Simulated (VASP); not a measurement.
# Rh (I4_1/amd) in VASP: a series of runs

Rh is run at these levels: PBEsol; tasks: single point, relaxation of cell and atoms.

All numbers are computed with VASP 6.6.1; they aren't measurements. Logs are shortened: lines on timing, memory, paths and dates and some standing lists are left out, and cuts for length are marked.

## 1. The cell of the first run

It takes space group I4_1/amd (No. 141, tetragonal). The conventional cell has a = 4.699 Å, b = 4.699 Å, c = 2.563 Å, α = 90.00°, β = 90.00°, γ = 90.00°. Within 3.2 Å of Rh (site symmetry -4m2) lie 10 Rh at 2.44 to 3.04 Å.

## 2. Single point, PBEsol

File INCAR:

```
PREC = Accurate ; ENCUT = 500
EDIFF = 1E-6 ; ISMEAR = 0
SIGMA = 0.1 ; LREAL = False
LASPH = True ; NELM = 120
ALGO = Normal ; ISIF = 2
LWAVE = False ; LCHARG = False
GGA = PS ; NBANDS = 22
GGA_COMPAT = False
```

File KPOINTS:

```
Automatic mesh
0
Gamma
  8 8 8
```

File POSCAR:

```
Rh
1.0
   -2.3493979282      2.3493979282      1.2816399384
    2.3493979282     -2.3493979282      1.2816399384
    2.3493979282      2.3493979282     -1.2816399384
Rh
2
Direct
    0.0000000000      0.0000000000      0.0000000000
    0.7500000000      0.2500000000      0.5000000000
```

Potentials or basis: VASP PAW PBE potentials, release 64 (Rh_pv).

On the command line:

```
$ cat potpaw_PBE.64/Rh_pv/POTCAR > POTCAR
$ mpirun -np 1 vasp_std > vasp.out
```

OUTCAR:

```text
PREC = Accurate
   ENCUT = 500
   EDIFF = 1E-6
   ISMEAR = 0
   LREAL = False
   LASPH = True
   NELM = 120
   ISIF = 2
   GGA = PS

 ion  position               nearest neighbor table
   1  0.000  0.000  0.000-   2 2.44   2 2.44   2 2.44   2 2.44   2 3.04   2 3.04   2 3.04   2 3.04

   2  0.750  0.250  0.500-   1 2.44   1 2.44   1 2.44   1 2.44   1 3.04   1 3.04   1 3.04   1 3.04

  LATTYP: Found a body centered tetragonal cell.
 ALAT       =     4.6987958564
 C/A-ratio  =     0.5455184594

  Lattice vectors:

 A1 = (  -2.3493979282,   2.3493979282,   1.2816399384)
 A2 = (   2.3493979282,  -2.3493979282,   1.2816399384)
 A3 = (   2.3493979282,   2.3493979282,  -1.2816399384)

Analysis of symmetry for initial positions (statically):
=====================================================================
 Subroutine PRICEL returns:
 Original cell was already a primitive cell.

 Routine SETGRP: Setting up the symmetry group for a
 body centered tetragonal supercell.

 Subroutine GETGRP returns: Found 16 space group operations
 (whereof  8 operations were pure point group operations)
 out of a pool of 16 trial point group operations.

The static configuration has the point symmetry D_2d.
 The point group associated with its full space group is D_4h.

Analysis of symmetry for dynamics (positions and initial velocities):
=====================================================================
 Subroutine PRICEL returns:
 Original cell was already a primitive cell.

 Routine SETGRP: Setting up the symmetry group for a
 body centered tetragonal supercell.

 Subroutine GETGRP returns: Found 16 space group operations
 (whereof  8 operations were pure point group operations)
 out of a pool of 16 trial point group operations.

The dynamic configuration has the point symmetry D_2d.
 The point group associated with its full space group is D_4h.

 Subroutine INISYM returns: Found 16 space group operations
 (whereof  8 operations are pure point group operations),
 and found     1 'primitive' translations

----------------------------------------------------------------------------------------

                                     Primitive cell

  volume of cell :      28.2969

  direct lattice vectors                    reciprocal lattice vectors
    -2.349397928  2.349397928  1.281639938     0.000000000  0.212820482  0.390125171
     2.349397928 -2.349397928  1.281639938     0.212820482  0.000000000  0.390125171
     2.349397928  2.349397928 -1.281639938     0.212820482  0.212820482  0.000000000

  length of vectors
     3.561171462  3.561171462  3.561171462     0.444398702  0.444398702  0.300973612

  position of ions in fractional coordinates (direct lattice)
     0.000000000  0.000000000  0.000000000
     0.750000000  0.250000000  0.500000000

  ion indices of the primitive-cell ions
   primitive index   ion index
                 1           1
                 2           2

----------------------------------------------------------------------------------------

 KPOINTS: Automatic mesh

Automatic generation of k-mesh.
 Grid dimensions read from file:
 generate k-points for:    8    8    8

 Generating k-lattice:

  Cartesian coordinates                     Fractional coordinates (reciprocal lattice)
     0.000000000  0.026602560  0.048765646     0.125000000  0.000000000  0.000000000
     0.026602560  0.000000000  0.048765646     0.000000000  0.125000000  0.000000000
     0.026602560  0.026602560  0.000000000     0.000000000  0.000000000  0.125000000

  Length of vectors
     0.055549838  0.055549838  0.037621702

  Shift w.r.t. Gamma in fractional coordinates (k-lattice)
     0.000000000  0.000000000  0.000000000

 Subroutine IBZKPT returns following result:
 ===========================================

 Found     59 irreducible k-points:

 Following reciprocal coordinates:
            Coordinates               Weight
  0.000000  0.000000  0.000000      1.000000
  0.125000  0.000000  0.000000      8.000000
  0.250000  0.000000  0.000000      8.000000
  0.375000 -0.000000  0.000000      8.000000
  0.500000  0.000000  0.000000      4.000000
  0.125000  0.125000  0.000000      8.000000
[... 16 lines left out ...]
  0.250000  0.125000  0.125000     16.000000
  0.375000  0.125000  0.125000      8.000000
 [... further k-points ...]
   k-points           NKPTS =     59   k-points in BZ     NKDIM =     59   number of bands    NBANDS=     22
   number of dos      NEDOS =    301   number of ions     NIONS =      2
   total plane-waves  NPLWV =  21952
   dimension x,y,z NGX =    28 NGY =   28 NGZ =   28
   dimension x,y,z NGXF=    56 NGYF=   56 NGZF=   56
   ions per type =               2
   NGX,Y,Z   is equivalent  to a cutoff of  13.07, 13.07, 13.07 a.u.
   NGXF,Y,Z  is equivalent  to a cutoff of  26.14, 26.14, 26.14 a.u.
 SYSTEM =  unknown system
   PREC   = accura    normal or accurate (medium, high low for compatibility)
   ISTART =      0    job   : 0-new  1-cont  2-samecut
   ICHARG =      2    charge: 1-file 2-atom 10-const
   ISPIN  =      1    spin polarized calculation?
   LNONCOLLINEAR =      F non collinear calculations
   LSORBIT =      F    spin-orbit coupling
   LASPH  =      T    aspherical Exc in radial PAW
   ENCUT  =  500.0 eV  36.75 Ry    6.06 a.u.   6.49  6.49  6.49*2*pi/ulx,y,z
   NELM   =    120;   NELMIN=  2; NELMDL= -5     # of ELM steps
   EDIFF  = 0.1E-05   stopping-criterion for ELM
   LREAL  =      F    real-space projection
   EDIFFG = 0.1E-04   stopping-criterion for IOM
   NSW    =      0    number of steps for IOM
   IBRION =     -1    ionic relax: 0-MD 1-quasi-New 2-CG
   NFREE  =      0    steps in history (QN), initial steepest desc. (CG)
   ISIF   =      2    stress and relaxation
   ISYM   =      2    0-nonsym 1-usesym 2-fastsym
   POTIM  = 0.5000    time-step for ionic-motion
   TEBEG  =    0.0;   TEEND  =   0.0 temperature during run
   PSTRESS=    0.0 pullay stress
   NELECT =      30.0000    total number of electrons
   NUPDOWN=      -1.0000    fix difference up-down
   EMIN   =  10.00;   EMAX   =-10.00  energy-range for DOS
   EFERMI =   0.00;   METHOD = LEGACY
   ISMEAR =     0;   SIGMA  =   0.10  broadening in eV -4-tet -1-fermi 0-gaus
   EFERMI_NEDOS =   21; number of points for ismear=-14 and -15
   IALGO  =     38    algorithm
   IMIX   =      4    mixing-type and parameters
     AMIX     =   0.40;   BMIX     =  1.00
     AMIX_MAG =   1.60;   BMIX_MAG =  1.00
  volume/ion in A,a.u.               =      14.15        95.48
  Fermi-wavevector in a.u.,A,eV,Ry     =   1.669304  3.154528 37.913681  2.786577
  Thomas-Fermi vector in A             =   2.755000
   LORBIT       =      0    0 simple, 1 ext, 2 COOP (PROOUT), +10 PAW based schemes
   GGA     = PS    functional components
   LHFCALC =     F    Hartree Fock is set to
   AEXX    =    0.0000 exact exchange contribution
   IVDW    =     0    specifies the selected vdW correction
   LEPSILON=     F    determine dielectric tensor
   LRPA    =     F    only Hartree local field effects (RPA)
 non-spin polarized calculation
 Gauss-broadening in eV      SIGMA  =   0.10
  energy-cutoff  :      500.00
  volume of cell :       28.30
 maximum number of plane-waves:       735
 NGX is ok and might be reduce to    28
   NGX = 13   NGY = 13   NGZ = 13

 number of electron      29.9999994 magnetization

 Free energy of the ion-electron system (eV)
  ---------------------------------------------------
  ext. energy  EPLUGINS =         0.00000000
  ---------------------------------------------------
  free energy    TOTEN  =       -14.93366541 eV

  energy without entropy =      -14.91758532  energy(sigma->0) =      -14.92562537

 E-fermi :  11.2885     XC(G=0): -13.9376

 val. band max:       11.2849202164   @ k =  -0.1250   0.3750   0.1250
 cond. band min:      11.2914645862   @ k =  -0.3750   0.3750   0.2500
 fundamental gap:      0.0065443698
 Fermi energy:        11.2885217986

 k-point     1 :       0.0000    0.0000    0.0000
  band No.  band energies     occupation
      1     -35.6901      2.00000
      2     -35.6901      2.00000
      3     -34.8819      2.00000
      4     -34.8683      2.00000
      5     -34.8327      2.00000
      6     -34.8327      2.00000
[... 14 lines left out ...]
     21      28.0584      0.00000
     22      29.2657      0.00000

 k-point     2 :       0.1250    0.0000    0.0000
  band No.  band energies     occupation
      1     -35.6823      2.00000
      2     -35.6460      2.00000
      3     -34.9886      2.00000
      4     -34.9649      2.00000
      5     -34.8480      2.00000
      6     -34.8252      2.00000
[... 14 lines left out ...]
     21      28.2183      0.00000
     22      29.2466      0.00000

 k-point     3 :       0.2500    0.0000    0.0000
  band No.  band energies     occupation
      1     -35.6633      2.00000
      2     -35.5489      2.00000
      3     -35.2284      2.00000
      4     -35.1651      2.00000
      5     -34.9170      2.00000
      6     -34.8072      2.00000
[... 14 lines left out ...]
     21      27.1449      0.00000
     22      28.4417      0.00000

 k-point     4 :       0.3750   -0.0000    0.0000
  band No.  band energies     occupation
      1     -35.6440      2.00000
      2     -35.5519      2.00000
      3     -35.4487      2.00000
      4     -35.2436      2.00000
      5     -35.0147      2.00000
      6     -34.7894      2.00000
[... 14 lines left out ...]
     21      27.0219      0.00000
     22      27.1617      0.00000

 k-point     5 :       0.5000    0.0000    0.0000
  band No.  band energies     occupation
      1     -35.6359      2.00000
      2     -35.6183      2.00000
      3     -35.5300      2.00000
      4     -35.1780      2.00000
      5     -35.0946      2.00000
      6     -34.7820      2.00000
[... 417 lines left out ...]
 k-point    22 :       0.1250    0.1250    0.1250
  band No.  band energies     occupation
      1     -35.5772      2.00000
      2     -35.5464      2.00000
      3     -35.2317      2.00000
      4     -35.1709      2.00000
      5     -34.9361      2.00000
      6     -34.8817      2.00000
[... 14 lines left out ...]
     21      26.6579      0.00000
     22      27.5196      0.00000

 k-point    23 :       0.2500    0.1250    0.1250
  band No.  band energies     occupation
      1     -35.6234      2.00000
      2     -35.5107      2.00000
      3     -35.4166      2.00000
      4     -35.2430      2.00000
      5     -35.0182      2.00000
      6     -34.8879      2.00000
[... 14 lines left out ...]
     21      26.9097      0.00000
     22      28.1516      0.00000

 k-point    24 :       0.3750    0.1250    0.1250
  band No.  band energies     occupation
      1     -35.6755      2.00000
      2     -35.5611      2.00000
      3     -35.4506      2.00000
      4     -35.1583      2.00000
      5     -35.1168      2.00000
      6     -34.8813      2.00000
[... 14 lines left out ...]
     21      27.1183      0.00000
     22      27.5952      0.00000

 [... further k-points ...]
[... 5 lines left out ...]
  --------------------------------------------------------------------------------------
  -------------------------------------------------------------------------------------
  Total        1.9143153      1.9143153      4.1166240      0.0000000     -0.0000000      0.0000000
  in kB      108.3889136    108.3889136    233.0840711      0.0000000     -0.0000000      0.0000000
  external PRESSURE =     149.9539661 kB  Pullay stress =       0.0000000 kB

 VOLUME and BASIS-vectors are now :
 -----------------------------------------------------------------------------
  energy-cutoff  :      500.00
  volume of cell :       28.30
      direct lattice vectors                 reciprocal lattice vectors
    -2.349397928  2.349397928  1.281639938     0.000000000  0.212820482  0.390125171
     2.349397928 -2.349397928  1.281639938     0.212820482  0.000000000  0.390125171
     2.349397928  2.349397928 -1.281639938     0.212820482  0.212820482  0.000000000

 POSITION                                       TOTAL-FORCE (eV/Angst)
 -----------------------------------------------------------------------------------
      0.00000      0.00000      0.00000        -0.000000      0.000000     -0.000000
      0.00000      2.34940      0.64082         0.000000     -0.000000      0.000000
 -----------------------------------------------------------------------------------
    total drift:                               -0.000000      0.000000      0.000000

  FREE ENERGIE OF THE ION-ELECTRON SYSTEM (eV)
  ---------------------------------------------------
  free  energy   TOTEN  =       -14.9336654064 eV

  energy  without entropy=      -14.9175853241  energy(sigma->0) =      -14.92562537
```

It took 32 s on 1 thread of Intel Xeon 6975P-C, shared host; peak memory 0.17 GiB.

Results:

- Free energy: -14.9337 eV
- Pressure: 15.0 GPa
- Band gap on the k mesh: zero (band 15 reaches 12.47 eV, above the bottom of band 16 at 10.39 eV)

Caveat: the PAW data sets were made with another functional, which shifts forces and pressure a little.

## 3. Single point, PBEsol

This run uses another cell than the first one, of 14.97 Å³/atom, 1.058 times its volume.

File INCAR:

```
SYSTEM = Rh
  PREC = Accurate
  ENCUT = 500
  EDIFF = 1E-6
  ISMEAR = 0
  SIGMA = 0.1
  LREAL = .FALSE.
  LASPH = .TRUE.
  NELM = 120
  ALGO = Normal
  ISIF = 2
  LWAVE = .FALSE.
  LCHARG = .FALSE.
  GGA = PS
  NBANDS = 22
  GGA_COMPAT = .FALSE.
```

File KPOINTS:

```
regular mesh
0
G
  8 8 8
  0 0 0
```

File POSCAR:

```
Rh
1.0
   -2.3642085841      2.3642085841      1.3393843337
    2.3642085841     -2.3642085841      1.3393843337
    2.3642085841      2.3642085841     -1.3393843337
Rh
2
Direct
    0.0000000000      0.0000000000      0.0000000000
    0.7500000000      0.2500000000      0.5000000000
```

Potentials or basis: VASP PAW PBE potentials, release 64 (Rh_pv).

On the command line:

```
$ cat potpaw_PBE.64/Rh_pv/POTCAR > POTCAR
$ mpirun -np 1 vasp_std > vasp.out
```

OUTCAR:

```text
SYSTEM = Rh
   PREC = Accurate
   ENCUT = 500
   EDIFF = 1E-6
   ISMEAR = 0
   LREAL = .FALSE.
   LASPH = .TRUE.
   NELM = 120
   ISIF = 2
   GGA = PS

 ion  position               nearest neighbor table
   1  0.000  0.000  0.000-   2 2.46   2 2.46   2 2.46   2 2.46   2 3.10   2 3.10   2 3.10   2 3.10

   2  0.750  0.250  0.500-   1 2.46   1 2.46   1 2.46   1 2.46   1 3.10   1 3.10   1 3.10   1 3.10

  LATTYP: Found a body centered tetragonal cell.
 ALAT       =     4.7284171682
 C/A-ratio  =     0.5665254507

  Lattice vectors:

 A1 = (  -2.3642085841,   2.3642085841,   1.3393843337)
 A2 = (   2.3642085841,  -2.3642085841,   1.3393843337)
[... 783 lines left out ...]
     21      25.7032      0.00000
     22      26.0666      0.00000

 [... further k-points ...]
[... 5 lines left out ...]
  --------------------------------------------------------------------------------------
  -------------------------------------------------------------------------------------
  Total        0.0143616      0.0143616      0.0037123      0.0000000      0.0000000      0.0000000
  in kB        0.7683797      0.7683797      0.1986188      0.0000000      0.0000000      0.0000000
  external PRESSURE =       0.5784594 kB  Pullay stress =       0.0000000 kB

 VOLUME and BASIS-vectors are now :
 -----------------------------------------------------------------------------
  energy-cutoff  :      500.00
  volume of cell :       29.95
      direct lattice vectors                 reciprocal lattice vectors
    -2.364208584  2.364208584  1.339384334     0.000000000  0.211487262  0.373305845
     2.364208584 -2.364208584  1.339384334     0.211487262  0.000000000  0.373305845
     2.364208584  2.364208584 -1.339384334     0.211487262  0.211487262  0.000000000

 POSITION                                       TOTAL-FORCE (eV/Angst)
 -----------------------------------------------------------------------------------
      0.00000      0.00000      0.00000        -0.000000     -0.000000     -0.000000
      0.00000      2.36421      0.66969         0.000000      0.000000      0.000000
 -----------------------------------------------------------------------------------
    total drift:                               -0.000000      0.000000      0.000000

  FREE ENERGIE OF THE ION-ELECTRON SYSTEM (eV)
  ---------------------------------------------------
  free  energy   TOTEN  =       -15.0326813949 eV

  energy  without entropy=      -15.0180202216  energy(sigma->0) =      -15.02535081
```

OSZICAR:

```text
N       E                     dE             d eps       ncg     rms          rms(c)
DAV:   1     0.323197000054E+03    0.32320E+03   -0.18032E+04  2596   0.149E+03
DAV:   2    -0.876442112645E+01   -0.33196E+03   -0.32013E+03  2740   0.463E+02
DAV:   3    -0.158794209339E+02   -0.71150E+01   -0.70761E+01  3016   0.770E+01
DAV:   4    -0.159319805028E+02   -0.52560E-01   -0.52554E-01  2936   0.673E+00
DAV:   5    -0.159329470768E+02   -0.96657E-03   -0.96657E-03  3028   0.915E-01    0.138E+01
DAV:   6    -0.150604880947E+02    0.87246E+00   -0.21763E+00  2866   0.152E+01    0.485E+00
DAV:   7    -0.150385991860E+02    0.21889E-01   -0.28972E-02  2968   0.148E+00    0.240E+00
DAV:   8    -0.150328162302E+02    0.57830E-02   -0.50544E-03  2818   0.815E-01    0.190E-01
DAV:   9    -0.150326757934E+02    0.14044E-03   -0.18567E-04  3034   0.158E-01    0.391E-02
DAV:  10    -0.150326839144E+02   -0.81211E-05   -0.72688E-06  2988   0.267E-02    0.912E-03
DAV:  11    -0.150326815083E+02    0.24061E-05   -0.60694E-07  1706   0.707E-03    0.130E-03
DAV:  12    -0.150326813949E+02    0.11340E-06   -0.57882E-08  1472   0.234E-03
   1 F= -.15032681E+02 E0= -.15025351E+02  d E =-.146612E-01
```

It took 21 s on 1 thread of Intel Xeon 6975P-C, shared host; peak memory 0.17 GiB.

What came out:

```
Free energy            : -15.0327 eV
Pressure               : 0.1 GPa
Band gap on the k mesh : zero (band 15 reaches 11.48 eV, above the bottom of band 16 at 9.49 eV)
```

Caveat: the PAW data sets were made with another functional, which shifts forces and pressure a little.

[end of part 1 of 2]
